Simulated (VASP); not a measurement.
# HfB2 (P6/mmm) in VASP: settings compared, part 2 of 2

VASP 6.6.1. The steps go on from the part before.

**3. Relaxation of cell and atoms, PBE, target pressure 30 GPa, at which the enthalpy is minimised**

Input file INCAR:

```
SYSTEM = HfB2
ALGO = Normal
EDIFF = 1E-7
EDIFFG = -0.01
ENCUT = 600
GGA = PE
IBRION = 2
ISIF = 3
ISMEAR = -1
LASPH = .True.
LCHARG = .False.
LREAL = .False.
LWAVE = .False.
NELM = 80
NSW = 60
PREC = Accurate
PSTRESS = 300.0
SIGMA = 0.05
```

Input file KPOINTS:

```
k-points
0
Gamma
  10 10 8
  0 0 0
```

Input file POSCAR:

```
HfB2
1.0
    3.1400000000      0.0000000000      0.0000000000
   -1.5700000000      2.7193197679      0.0000000000
    0.0000000000      0.0000000000      3.4800000000
Hf B
1 2
Direct
    0.0000000000      0.0000000000      0.0000000000
    0.6666666667      0.3333333333      0.5000000000
    0.3333333333      0.6666666667      0.5000000000
```

Potentials or basis: VASP PAW PBE potentials, release 64 (Hf_pv, B).

The run is started by

```bash
$ cat potpaw_PBE.64/Hf_pv/POTCAR potpaw_PBE.64/B/POTCAR > POTCAR
$ mpirun -np 1 vasp_std > vasp.out
```

Run time: 2.9 min. Hardware: 1 thread of AMD EPYC 7R43 (Zen 3), shared host; peak memory 0.16 GiB.

It converged, with:

```
Free energy                                            : -26.1611 eV
Relaxed volume                                         : 9.02 Å³/atom
Relaxed cell                                           : a = 3.047 Å, b = 3.047 Å, c = 3.363 Å, α = 90.00°, β = 90.00°, γ = 120.00°
Space group after relaxing (to 0.05 Å)                 : P6/mmm (No. 191)
Energy change on relaxing (the enthalpy is what falls) : +80.1 meV/atom
Ionic steps                                            : 9
Pressure after relaxing                                : 30.0 GPa
Band gap on the k mesh                                 : zero (band 8 reaches 9.03 eV, above the bottom of band 9 at 8.15 eV)
```

Step by step:
```
step  energy change (eV)  largest force (eV/Å)  pressure (GPa)  volume (Å³)
   1              0.0000                0.0000            0.99        29.71
   2              2.1329                0.0000          119.12        22.65
   3              0.2130                0.0000           28.04        27.20
   4              0.2352                0.0000           29.68        27.08
   5              0.2447                0.0000           30.37        27.03
   6              0.2460                0.0000           30.42        27.02
   7              0.2459                0.0000           30.42        27.02
   8              0.2311                0.0000           29.34        27.10
   9              0.2403                0.0000           30.02        27.05
```

Final structure:
```
CELL_PARAMETERS angstrom
3.04730 0.00000 0.00000
-1.52365 2.63904 0.00000
0.00000 0.00000 3.36315
ATOMIC_POSITIONS crystal
Hf 0.00000 0.00000 0.00000
B 0.66667 0.33333 0.50000
B 0.33333 0.66667 0.50000
```

Levels at points of the mesh, in eV from the Fermi level:
```
           k point  band 4  band 5  band 6  band 7  band 8  band 9  band 10  band 11  band 12
(0.00, 0.00, 0.00)  -14.15   -3.10   -3.00   -3.00   -2.56    4.65     4.65     5.36     5.36
(0.50, 0.00, 0.00)  -10.12   -8.97   -4.32   -3.42   -3.03    2.47     3.16     6.46     6.50
(0.00, 0.00, 0.50)  -11.28   -8.59   -1.11   -1.11    0.43    0.43     1.21     1.21     2.71
(0.50, 0.00, 0.50)  -10.69   -7.48   -5.21   -4.92   -2.33    4.67     4.92     7.14     8.37
```

Caveat: the cell is relaxed towards a set pressure, so the enthalpy falls and the energy may rise; spin-orbit coupling is left out, which moves the levels of the heavy elements.

**4. Single point, LDA**

This run uses another cell than the first one, of 9.52 Å³/atom, 0.961 times its volume.

Input file INCAR:

```
SYSTEM = HfB2
  ALGO = Normal
  EDIFF = 1E-6
  ENCUT = 520
  GGA = CA
  ISIF = 2
  ISMEAR = -1
  LASPH = .True.
  LCHARG = .False.
  LREAL = .False.
  LWAVE = .False.
  NBANDS = 15
  NELM = 100
  PREC = Accurate
  SIGMA = 0.05
```

KPOINTS is that of step 3.

Input file POSCAR:

```
HfB2
1.0
    3.1017429605      0.0000000000      0.0000000000
   -1.5508714802      2.6861881998      0.0000000000
    0.0000000000      0.0000000000      3.4261218088
Hf B
1 2
Direct
    0.0000000000      0.0000000000      0.0000000000
    0.6666666667      0.3333333333      0.5000000000
    0.3333333333      0.6666666667      0.5000000000
```

Potentials or basis: VASP PAW LDA potentials, release 64 (Hf_pv, B).

The run is started by

```bash
$ cat potpaw_LDA.64/Hf_pv/POTCAR potpaw_LDA.64/B/POTCAR > POTCAR
$ mpirun -np 1 vasp_std > vasp.out
```

OUTCAR:

```text
SYSTEM = HfB2
   EDIFF = 1E-6
   ENCUT = 520
   GGA = CA
   ISIF = 2
   ISMEAR = -1
   LASPH = .True.
   LREAL = .False.
   NELM = 100
   PREC = Accurate

 ion  position               nearest neighbor table
   1  0.000  0.000  0.000-   2 2.48   3 2.48   2 2.48   3 2.48   3 2.48   3 2.48   2 2.48   2 2.48
                             2 2.48   2 2.48   3 2.48   3 2.48
   2  0.667  0.333  0.500-   3 1.79   3 1.79   3 1.79   1 2.48   1 2.48   1 2.48   1 2.48   1 2.48
                             1 2.48
   3  0.333  0.667  0.500-   2 1.79   2 1.79   2 1.79   1 2.48   1 2.48   1 2.48   1 2.48   1 2.48
                             1 2.48

  LATTYP: Found a hexagonal cell.
[... 630 lines left out ...]
  --------------------------------------------------------------------------------------
  -------------------------------------------------------------------------------------
  Total        0.0872446      0.0872446      0.1801361      0.0000000     -0.0000000      0.0000000
  in kB        4.8967048      4.8967048     10.1103528      0.0000000     -0.0000000      0.0000000
  external PRESSURE =       6.6345875 kB  Pullay stress =       0.0000000 kB

 VOLUME and BASIS-vectors are now :
 -----------------------------------------------------------------------------
  energy-cutoff  :      520.00
  volume of cell :       28.55
      direct lattice vectors                 reciprocal lattice vectors
     3.101742961  0.000000000  0.000000000     0.322399378  0.186137367  0.000000000
    -1.550871480  2.686188200  0.000000000     0.000000000  0.372274735  0.000000000
     0.000000000  0.000000000  3.426121809     0.000000000  0.000000000  0.291875203

 POSITION                                       TOTAL-FORCE (eV/Angst)
 -----------------------------------------------------------------------------------
      0.00000      0.00000      0.00000        -0.000000      0.000000      0.000000
      1.55087      0.89540      1.71306        -0.000000     -0.000000      0.000000
     -0.00000      1.79079      1.71306         0.000000      0.000000     -0.000000
 -----------------------------------------------------------------------------------
    total drift:                               -0.000000      0.000000     -0.000000

  FREE ENERGIE OF THE ION-ELECTRON SYSTEM (eV)
  ---------------------------------------------------
  free  energy   TOTEN  =       -28.9519055368 eV

  energy  without entropy=      -28.9493128467  energy(sigma->0) =      -28.95060919
```

OSZICAR:

```text
N       E                     dE             d eps       ncg     rms          rms(c)
DAV:   1     0.253074462696E+02    0.25307E+02   -0.80448E+03  2100   0.102E+03
DAV:   2    -0.300387958841E+02   -0.55346E+02   -0.52161E+02  2740   0.220E+02
DAV:   3    -0.314732727979E+02   -0.14345E+01   -0.14261E+01  2695   0.260E+01
DAV:   4    -0.314791982287E+02   -0.59254E-02   -0.59241E-02  2492   0.198E+00
DAV:   5    -0.314792303137E+02   -0.32085E-04   -0.32083E-04  2695   0.131E-01    0.569E+01
DAV:   6    -0.290810572090E+02    0.23982E+01   -0.29312E+00  2513   0.125E+01    0.416E+01
DAV:   7    -0.290236979073E+02    0.57359E-01   -0.94748E-01  2674   0.713E+00    0.122E+01
DAV:   8    -0.289562972686E+02    0.67401E-01   -0.24771E-01  2457   0.382E+00    0.173E+00
DAV:   9    -0.289520982382E+02    0.41990E-02   -0.19905E-02  2422   0.113E+00    0.460E-01
DAV:  10    -0.289519030639E+02    0.19517E-03   -0.76691E-04  2702   0.233E-01    0.250E-01
DAV:  11    -0.289519074572E+02   -0.43934E-05   -0.53621E-05  2499   0.535E-02    0.101E-01
DAV:  12    -0.289519055429E+02    0.19143E-05   -0.34802E-06  2541   0.137E-02    0.106E-02
DAV:  13    -0.289519055368E+02    0.61596E-08   -0.19593E-07  1309   0.358E-03
   1 F= -.28951906E+02 E0= -.28950609E+02  d E =-.259269E-02
```

stdout:

```text
POSCAR found type information on POSCAR HfB
 POSCAR found :  2 types and       3 ions
 scaLAPACK will be used
 LDA part: xc-table for (Slater(with rela. corr.)+CA(PZ))
 , standard interpolation
 POSCAR, INCAR and KPOINTS ok, starting setup
 FFT: planning ... GRIDC
 FFT: planning ... GRID_SOFT
 FFT: planning ... GRID
 WAVECAR not read
 entering main loop
```

Wall time 15 s (1 thread of Intel Xeon 6975P-C, shared host); peak memory 0.15 GiB.

What came out:

```yaml
Free_energy: -28.9519 eV
Pressure: 0.7 GPa
Band_gap_on_the_k_mesh: zero (band 8 reaches 8.54 eV, above the bottom of band 9 at 7.71 eV)
```

Stress tensor (GPa, compression positive):
```
0.49 0.00 0.00
0.00 0.49 0.00
0.00 0.00 1.01
```

Caveat: spin-orbit coupling is left out, which moves the levels of the heavy elements.

**5. Single point, PBEsol**

This run uses another cell than the first one, of 9.73 Å³/atom, 0.983 times its volume.

Input file INCAR:

```
PREC = Accurate ; ENCUT = 520
EDIFF = 1E-6 ; ISMEAR = -1
SIGMA = 0.05 ; LREAL = False
LASPH = True ; NELM = 60
ALGO = Normal ; ISIF = 2
LWAVE = False ; LCHARG = True
GGA = PS ; LELF = True
LVHAR = True ; NBANDS = 15
```

Input file KPOINTS:

```
regular mesh
0
Gamma
  10 10 8
```

Input file POSCAR:

```
HfB2
1.0
    3.1259626785      0.0000000000      0.0000000000
   -1.5629813393      2.7071630909      0.0000000000
    0.0000000000      0.0000000000      3.4508586795
Hf B
1 2
Direct
    0.0000000000      0.0000000000      0.0000000000
    0.6666666667      0.3333333333      0.5000000000
    0.3333333333      0.6666666667      0.5000000000
```

Potentials or basis: VASP PAW PBE potentials, release 64 (Hf_pv, B).

The run is started by

```bash
$ cat potpaw_PBE.64/Hf_pv/POTCAR potpaw_PBE.64/B/POTCAR > POTCAR
$ mpirun -np 1 vasp_std > vasp.out
```

Run time: 16 s. Hardware: 1 thread of Intel Xeon 6975P-C, shared host; peak memory 0.16 GiB.

Results (log left out):

- Free energy: -27.8640 eV
- Pressure: -0.1 GPa
- Band gap on the k mesh: zero (band 8 reaches 8.22 eV, above the bottom of band 9 at 7.43 eV)

Stress tensor (GPa, compression positive):
```
-0.16  0.00  0.00
 0.00 -0.16  0.00
 0.00  0.00  0.15
```

Levels at points of the mesh, in eV from the Fermi level:
```tsv
k point	band 5	band 6	band 7	band 8	band 9	band 10	band 11	band 12
(0.00, 0.00, 0.00)	-2.94	-2.82	-2.82	-2.58	4.20	4.20	4.92	4.92
(0.50, 0.00, 0.00)	-8.88	-4.04	-3.31	-2.82	2.32	2.88	5.85	5.93
(0.00, 0.00, 0.50)	-8.32	-1.05	-1.05	0.39	0.39	1.11	1.11	2.45
(0.50, 0.00, 0.50)	-7.35	-4.91	-4.66	-2.49	4.24	4.40	6.49	7.57
```

Caveat: the PAW data sets were made with another functional, which shifts forces and pressure a little; spin-orbit coupling is left out, which moves the levels of the heavy elements.

**6. The runs side by side**

```tsv
task	level	potentials or basis	cell	cutoff (eV)	gap on the mesh (eV)	pressure (GPa)
relaxation of cell and atoms	PBE	VASP PAW PBE potentials, release 64 (Hf_pv, B)	relaxed to 20 GPa from a = 3.140, b = 3.140, c = 3.480 Å, angles 90.0, 90.0, 120.0°, 3 atoms	600	none	20.0
relaxation of cell and atoms	PBE	VASP PAW PBE potentials, release 64 (Hf_pv, B)	relaxed to 30 GPa from a = 3.140, b = 3.140, c = 3.480 Å, angles 90.0, 90.0, 120.0°, 3 atoms	600	none	30.0
single point	LDA	VASP PAW LDA potentials, release 64 (Hf_pv, B)	a = 3.102, b = 3.102, c = 3.426 Å, angles 90.0, 90.0, 120.0°, 3 atoms	520	none	0.7
single point	PBEsol	VASP PAW PBE potentials, release 64 (Hf_pv, B)	a = 3.126, b = 3.126, c = 3.451 Å, angles 90.0, 90.0, 120.0°, 3 atoms	520	none	-0.1
```

Alike in all rows: no spin polarisation; k mesh 10 × 10 × 8; smearing fermi-dirac 0.05 eV.

Caveats: spin-orbit coupling is left out, which moves the levels of the heavy elements; the cell is relaxed towards a set pressure, so the enthalpy falls and the energy may rise (some runs); the PAW data sets were made with another functional, which shifts forces and pressure a little (some runs).

Total energies depend on the potentials used, so only differences within one code and one set of settings carry meaning.
